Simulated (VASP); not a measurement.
# GaN (P6_3mc) in VASP: notebook

The runs below take GaN through single point, with PBE, LDA.

Program: VASP 6.6.1. These are calculated values, not measurements. Logs are shortened: lines on timing, memory, paths and dates and some standing lists are left out, and cuts for length are marked.

### Step 1. The cell of the first run

It takes space group P6_3mc (No. 186, hexagonal). Conventional cell: a = 3.189 Å, b = 3.189 Å, c = 5.154 Å, α = 90.00°, β = 90.00°, γ = 120.00°. Ga (site symmetry 3m) has 4 N at 1.95 Å within 2.6 Å. N (site symmetry 3m) has 4 Ga at 1.95 Å within 2.6 Å.

### Step 2. Single point, PBE

INCAR reads:

```
SYSTEM = GaN
  PREC = Accurate
  ENCUT = 520
  EDIFF = 1E-6
  ISMEAR = 0
  SIGMA = 0.05
  LREAL = .False.
  LASPH = .True.
  NELM = 60
  ALGO = Normal
  ISIF = 2
  LWAVE = .False.
  LCHARG = .False.
  GGA = PE
  NBANDS = 26
```

KPOINTS reads:

```
regular mesh
0
Gamma
  8 8 5
  0 0 0
```

POSCAR reads:

```
GaN
1.0
    3.1889999985      0.0000000000      0.0000000000
   -1.5944999992      2.7617550113      0.0000000000
    0.0000000000      0.0000000000      5.1538900000
Ga N
2 2
Direct
    0.3333333333      0.6666666667     -0.0005140193
    0.6666666667      0.3333333333      0.4994859807
    0.3333333333      0.6666666667      0.3775140193
    0.6666666667      0.3333333333      0.8775140193
```

Potentials or basis: VASP PAW PBE potentials, release 64 (Ga_d, N).

Launch:

```console
> cat potpaw_PBE.64/Ga_d/POTCAR potpaw_PBE.64/N/POTCAR > POTCAR
> mpirun -np 1 vasp_std > vasp.out
```

OUTCAR:

```text
SYSTEM = GaN
   PREC = Accurate
   ENCUT = 520
   EDIFF = 1E-6
   ISMEAR = 0
   LREAL = .False.
   LASPH = .True.
   NELM = 60
   ISIF = 2
   GGA = PE

 ion  position               nearest neighbor table
   1  0.333  0.667  0.999-   4 1.95   4 1.95   4 1.95   3 1.95
   2  0.667  0.333  0.499-   3 1.95   3 1.95   3 1.95   4 1.95
   3  0.333  0.667  0.378-   2 1.95   2 1.95   2 1.95   1 1.95
   4  0.667  0.333  0.878-   1 1.95   1 1.95   1 1.95   2 1.95

  LATTYP: Found a hexagonal cell.
 ALAT       =     3.1889999985
 C/A-ratio  =     1.6161461281

  Lattice vectors:

 A1 = (   3.1889999985,   0.0000000000,   0.0000000000)
 A2 = (  -1.5944999992,   2.7617550113,   0.0000000000)
 A3 = (   0.0000000000,   0.0000000000,   5.1538900000)

Analysis of symmetry for initial positions (statically):
=====================================================================
 Subroutine PRICEL returns:
 Original cell was already a primitive cell.

 Routine SETGRP: Setting up the symmetry group for a
 hexagonal supercell.

 Subroutine GETGRP returns: Found 12 space group operations
 (whereof  6 operations were pure point group operations)
 out of a pool of 24 trial point group operations.

The static configuration has the point symmetry C_3v.
 The point group associated with its full space group is C_6v.

Analysis of symmetry for dynamics (positions and initial velocities):
=====================================================================
 Subroutine PRICEL returns:
 Original cell was already a primitive cell.

 Routine SETGRP: Setting up the symmetry group for a
 hexagonal supercell.

 Subroutine GETGRP returns: Found 12 space group operations
 (whereof  6 operations were pure point group operations)
 out of a pool of 24 trial point group operations.

The dynamic configuration has the point symmetry C_3v.
 The point group associated with its full space group is C_6v.

 Subroutine INISYM returns: Found 12 space group operations
 (whereof  6 operations are pure point group operations),
 and found     1 'primitive' translations

----------------------------------------------------------------------------------------

                                     Primitive cell

  volume of cell :      45.3915

  direct lattice vectors                    reciprocal lattice vectors
     3.188999998  0.000000000  0.000000000     0.313577924  0.181044299  0.000000000
    -1.594499999  2.761755011  0.000000000     0.000000000  0.362088598  0.000000000
     0.000000000  0.000000000  5.153890000     0.000000000  0.000000000  0.194028200

  length of vectors
     3.188999998  3.188999998  5.153890000     0.362088598  0.362088598  0.194028200

  position of ions in fractional coordinates (direct lattice)
     0.333333333  0.666666667  0.999485981
     0.666666667  0.333333333  0.499485981
     0.333333333  0.666666667  0.377514019
     0.666666667  0.333333333  0.877514019

  ion indices of the primitive-cell ions
   primitive index   ion index
                 1           1
                 2           2
                 3           3
                 4           4

----------------------------------------------------------------------------------------

 KPOINTS: regular mesh

Automatic generation of k-mesh.
 Grid dimensions read from file:
 generate k-points for:    8    8    5

 Generating k-lattice:

  Cartesian coordinates                     Fractional coordinates (reciprocal lattice)
     0.039197241  0.022630537  0.000000000     0.125000000  0.000000000  0.000000000
     0.000000000  0.045261075  0.000000000     0.000000000  0.125000000  0.000000000
     0.000000000  0.000000000  0.038805640     0.000000000  0.000000000  0.200000000

  Length of vectors
     0.045261075  0.045261075  0.038805640

  Shift w.r.t. Gamma in fractional coordinates (k-lattice)
     0.000000000  0.000000000  0.000000000

 Subroutine IBZKPT returns following result:
 ===========================================

 Found     30 irreducible k-points:

 Following reciprocal coordinates:
            Coordinates               Weight
  0.000000  0.000000  0.000000      1.000000
  0.125000  0.000000  0.000000      6.000000
  0.250000  0.000000  0.000000      6.000000
  0.375000  0.000000  0.000000      6.000000
  0.500000  0.000000  0.000000      3.000000
  0.125000  0.125000  0.000000      6.000000
[... 16 lines left out ...]
  0.250000  0.000000  0.400000     12.000000
  0.375000  0.000000  0.400000     12.000000
 [... further k-points ...]
   k-points           NKPTS =     30   k-points in BZ     NKDIM =     30   number of bands    NBANDS=     26
   number of dos      NEDOS =    301   number of ions     NIONS =      4
   total plane-waves  NPLWV =  23040
   dimension x,y,z NGX =    24 NGY =   24 NGZ =   40
   dimension x,y,z NGXF=    48 NGYF=   48 NGZF=   80
   ions per type =               2   2
   NGX,Y,Z   is equivalent  to a cutoff of  12.51, 12.51, 12.90 a.u.
   NGXF,Y,Z  is equivalent  to a cutoff of  25.02, 25.02, 25.81 a.u.
 SYSTEM =  GaN
   PREC   = accura    normal or accurate (medium, high low for compatibility)
   ISTART =      0    job   : 0-new  1-cont  2-samecut
   ICHARG =      2    charge: 1-file 2-atom 10-const
   ISPIN  =      1    spin polarized calculation?
   LNONCOLLINEAR =      F non collinear calculations
   LSORBIT =      F    spin-orbit coupling
   LASPH  =      T    aspherical Exc in radial PAW
   ENCUT  =  520.0 eV  38.22 Ry    6.18 a.u.   5.93  5.93  9.58*2*pi/ulx,y,z
   NELM   =     60;   NELMIN=  2; NELMDL= -5     # of ELM steps
   EDIFF  = 0.1E-05   stopping-criterion for ELM
   LREAL  =      F    real-space projection
   EDIFFG = 0.1E-04   stopping-criterion for IOM
   NSW    =      0    number of steps for IOM
   IBRION =     -1    ionic relax: 0-MD 1-quasi-New 2-CG
   NFREE  =      0    steps in history (QN), initial steepest desc. (CG)
   ISIF   =      2    stress and relaxation
   ISYM   =      2    0-nonsym 1-usesym 2-fastsym
   POTIM  = 0.5000    time-step for ionic-motion
   TEBEG  =    0.0;   TEEND  =   0.0 temperature during run
   PSTRESS=    0.0 pullay stress
   NELECT =      36.0000    total number of electrons
   NUPDOWN=      -1.0000    fix difference up-down
   EMIN   =  10.00;   EMAX   =-10.00  energy-range for DOS
   EFERMI =   0.00;   METHOD = LEGACY
   ISMEAR =     0;   SIGMA  =   0.05  broadening in eV -4-tet -1-fermi 0-gaus
   EFERMI_NEDOS =   21; number of points for ismear=-14 and -15
   IALGO  =     38    algorithm
   IMIX   =      4    mixing-type and parameters
     AMIX     =   0.40;   BMIX     =  1.00
     AMIX_MAG =   1.60;   BMIX_MAG =  1.00
  volume/ion in A,a.u.               =      11.35        76.58
  Fermi-wavevector in a.u.,A,eV,Ry     =   1.515365  2.863626 31.243501  2.296333
  Thomas-Fermi vector in A             =   2.624899
   LORBIT       =      0    0 simple, 1 ext, 2 COOP (PROOUT), +10 PAW based schemes
   GGA     = PE    functional components
   LHFCALC =     F    Hartree Fock is set to
   AEXX    =    0.0000 exact exchange contribution
   IVDW    =     0    specifies the selected vdW correction
   LEPSILON=     F    determine dielectric tensor
   LRPA    =     F    only Hartree local field effects (RPA)
 non-spin polarized calculation
 Gauss-broadening in eV      SIGMA  =   0.05
  energy-cutoff  :      520.00
  volume of cell :       45.39
 maximum number of plane-waves:      1237
 NGX is ok and might be reduce to    24
   NGX = 11   NGY = 11   NGZ = 19

 number of electron      35.9999997 magnetization

 Free energy of the ion-electron system (eV)
  ---------------------------------------------------
  ext. energy  EPLUGINS =         0.00000000
  ---------------------------------------------------
  free energy    TOTEN  =       -24.29116017 eV

  energy without entropy =      -24.29116017  energy(sigma->0) =      -24.29116017

 E-fermi :   5.6006     XC(G=0): -11.7036

 val. band max:        5.3809938497   @ k =   0.0000   0.0000   0.0000
 cond. band min:       7.3567461379   @ k =   0.0000   0.0000   0.0000
 fundamental gap:      1.9757522882
 Fermi energy:         5.6005974303

 k-point     1 :       0.0000    0.0000    0.0000
  band No.  band energies     occupation
      1     -10.6455      2.00000
      2      -9.6999      2.00000
      3      -8.0502      2.00000
      4      -8.0371      2.00000
      5      -8.0371      2.00000
      6      -7.9736      2.00000
[... 18 lines left out ...]
     25      17.0973      0.00000
     26      17.0973      0.00000

 k-point     2 :       0.1250    0.0000    0.0000
  band No.  band energies     occupation
      1     -10.4946      2.00000
      2      -9.6619      2.00000
      3      -8.0343      2.00000
      4      -8.0157      2.00000
      5      -7.9883      2.00000
      6      -7.9540      2.00000
[... 18 lines left out ...]
     25      16.7347      0.00000
     26      17.4274      0.00000

 k-point     3 :       0.2500    0.0000    0.0000
  band No.  band energies     occupation
      1     -10.1376      2.00000
      2      -9.5888      2.00000
      3      -7.9954      2.00000
      4      -7.9779      2.00000
      5      -7.9113      2.00000
      6      -7.8704      2.00000
[... 18 lines left out ...]
     25      16.8344      0.00000
     26      18.1100      0.00000

 k-point     4 :       0.3750    0.0000    0.0000
  band No.  band energies     occupation
      1      -9.8238      2.00000
      2      -9.5420      2.00000
      3      -7.9825      2.00000
      4      -7.9636      2.00000
      5      -7.8740      2.00000
      6      -7.8160      2.00000
[... 18 lines left out ...]
     25      17.2810      0.00000
     26      18.7794      0.00000
[... 496 lines left out ...]
      1     -10.1154      2.00000
      2      -9.8459      2.00000
      3      -8.0104      2.00000
      4      -7.9992      2.00000
      5      -7.9895      2.00000
      6      -7.9766      2.00000
[... 18 lines left out ...]
     25      15.9509      0.00000
     26      16.4643      0.00000

 k-point    23 :       0.2500    0.0000    0.4000
  band No.  band energies     occupation
      1      -9.8624      2.00000
      2      -9.6900      2.00000
      3      -7.9851      2.00000
      4      -7.9581      2.00000
      5      -7.9432      2.00000
      6      -7.9098      2.00000
[... 18 lines left out ...]
     25      16.7169      0.00000
     26      17.3141      0.00000

 k-point    24 :       0.3750    0.0000    0.4000
  band No.  band energies     occupation
      1      -9.6648      2.00000
      2      -9.5781      2.00000
      3      -7.9926      2.00000
      4      -7.9578      2.00000
      5      -7.9036      2.00000
      6      -7.8516      2.00000
[... 18 lines left out ...]
     25      17.0730      0.00000
     26      18.0034      0.00000

 [... further k-points ...]
[... 5 lines left out ...]
  --------------------------------------------------------------------------------------
  -------------------------------------------------------------------------------------
  Total        1.6745471      1.6745471      2.3338704      0.0000000      0.0000000      0.0000000
  in kB       59.1062119     59.1062118     82.3782372      0.0000000      0.0000000      0.0000000
  external PRESSURE =      66.8635536 kB  Pullay stress =       0.0000000 kB

 VOLUME and BASIS-vectors are now :
 -----------------------------------------------------------------------------
  energy-cutoff  :      520.00
  volume of cell :       45.39
      direct lattice vectors                 reciprocal lattice vectors
     3.188999998  0.000000000  0.000000000     0.313577924  0.181044299  0.000000000
    -1.594499999  2.761755011  0.000000000     0.000000000  0.362088598  0.000000000
     0.000000000  0.000000000  5.153890000     0.000000000  0.000000000  0.194028200

 POSITION                                       TOTAL-FORCE (eV/Angst)
 -----------------------------------------------------------------------------------
     -0.00000      1.84117      5.15124         0.000000     -0.000000     -0.000226
      1.59450      0.92059      2.57430         0.000000     -0.000000     -0.000226
     -0.00000      1.84117      1.94567        -0.000000      0.000000      0.000226
      1.59450      0.92059      4.52261         0.000000     -0.000000      0.000226
 -----------------------------------------------------------------------------------
    total drift:                               -0.000001     -0.000001      0.000083

  FREE ENERGIE OF THE ION-ELECTRON SYSTEM (eV)
  ---------------------------------------------------
  free  energy   TOTEN  =       -24.2911601731 eV

  energy  without entropy=      -24.2911601731  energy(sigma->0) =      -24.29116017
```

It took 33 s on 1 thread of AMD EPYC 7R43 (Zen 3), shared host; peak memory 0.14 GiB.

What came out:

```yaml
Free_energy: -24.2912 eV
Pressure: 6.7 GPa
Band_gap_on_the_k_mesh: 1.98 eV, direct
```

Levels at points of the mesh, in eV from the valence-band top:
| k point | band 16 | band 17 | band 18 | band 19 | band 20 | band 21 |
| --- | --- | --- | --- | --- | --- | --- |
| (0.00, 0.00, 0.00) | -0.01 | -0.01 | 0.00 | 1.98 | 4.22 | 9.30 |
| (0.50, 0.00, 0.00) | -2.79 | -2.19 | -1.00 | 5.04 | 5.61 | 6.14 |

### Step 3. Single point, PBE

INCAR reads:

```
PREC = Accurate
ENCUT = 520
EDIFF = 1E-6
ISMEAR = 0
SIGMA = 0.03
LREAL = False
LASPH = True
NELM = 100
ALGO = Normal
ISIF = 2
LWAVE = False
LCHARG = False
GGA = PE
NBANDS = 26
```

KPOINTS reads:

```
Automatic mesh
0
Gamma
  8 8 5
```

POSCAR is that of step 2.

Potentials or basis: VASP PAW PBE potentials, release 64 (Ga_d, N).

Launch:

```console
> cat potpaw_PBE.64/Ga_d/POTCAR potpaw_PBE.64/N/POTCAR > POTCAR
> mpirun -np 1 vasp_std > vasp.out
```

Run time: 34 s. Hardware: 1 thread of AMD EPYC 7R43 (Zen 3), shared host; peak memory 0.14 GiB.

Results (log left out):

```yaml
Free_energy: -24.2912 eV
Pressure: 6.7 GPa
Band_gap_on_the_k_mesh: 1.98 eV, direct
```

Stress tensor (GPa, compression positive):
```
5.91 0.00 0.00
0.00 5.91 0.00
0.00 0.00 8.24
```

Levels at points of the mesh, in eV from the valence-band top:
| k point | band 16 | band 17 | band 18 | band 19 | band 20 | band 21 |
| --- | --- | --- | --- | --- | --- | --- |
| (0.00, 0.00, 0.00) | -0.01 | -0.01 | 0.00 | 1.98 | 4.22 | 9.30 |
| (0.50, 0.00, 0.00) | -2.79 | -2.19 | -1.00 | 5.04 | 5.61 | 6.14 |

### Step 4. Single point, LDA

INCAR reads:

```
SYSTEM = GaN
  PREC = Accurate
  ENCUT = 520
  EDIFF = 1E-7
  ISMEAR = 0
  SIGMA = 0.05
  LREAL = .FALSE.
  LASPH = .TRUE.
  NELM = 100
  ALGO = Normal
  ISIF = 2
  LWAVE = .FALSE.
  LCHARG = .TRUE.
  GGA = CA
  LELF = .TRUE.
  LVHAR = .TRUE.
  NBANDS = 26
```

KPOINTS reads:

```
Automatic mesh
0
G
  8 8 5
  0 0 0
```

POSCAR reads:

```
GaN
1.0
    3.1889999985      0.0000000000      0.0000000000
   -1.5944999992      2.7617550113      0.0000000000
    0.0000000000      0.0000000000      5.1538900000
Ga N
2 2
Direct
    0.3333333333      0.6666666667     -0.0004296844
    0.6666666667      0.3333333333      0.4995703156
    0.3333333333      0.6666666667      0.3774296844
    0.6666666667      0.3333333333      0.8774296844
```

Potentials or basis: VASP PAW LDA potentials, release 64 (Ga_d, N).

Launch:

```console
> cat potpaw_LDA.64/Ga_d/POTCAR potpaw_LDA.64/N/POTCAR > POTCAR
> mpirun -np 1 vasp_std > vasp.out
```

Run time: 58 s. Hardware: 1 thread of AMD EPYC 7R43 (Zen 3), shared host; peak memory 0.12 GiB.

Results (log left out):

| Property | Result |
| --- | --- |
| Free energy | -27.8967 eV |
| Pressure | -4.1 GPa |
| Band gap on the k mesh | 1.99 eV, direct |

Stress tensor (GPa, compression positive):
```
-4.91  0.00  0.00
 0.00 -4.91  0.00
 0.00  0.00 -2.35
```

Levels at points of the mesh, in eV from the valence-band top:
| k point | band 16 | band 17 | band 18 | band 19 | band 20 | band 21 |
| --- | --- | --- | --- | --- | --- | --- |
| (0.00, 0.00, 0.00) | 0.00 | 0.00 | 0.00 | 1.99 | 4.13 | 9.15 |
| (0.50, 0.00, 0.00) | -2.81 | -2.23 | -1.01 | 4.88 | 5.53 | 6.00 |

As with any semilocal functional, this LDA gap is likely too small.

(Part 1 of 2 ends here.)
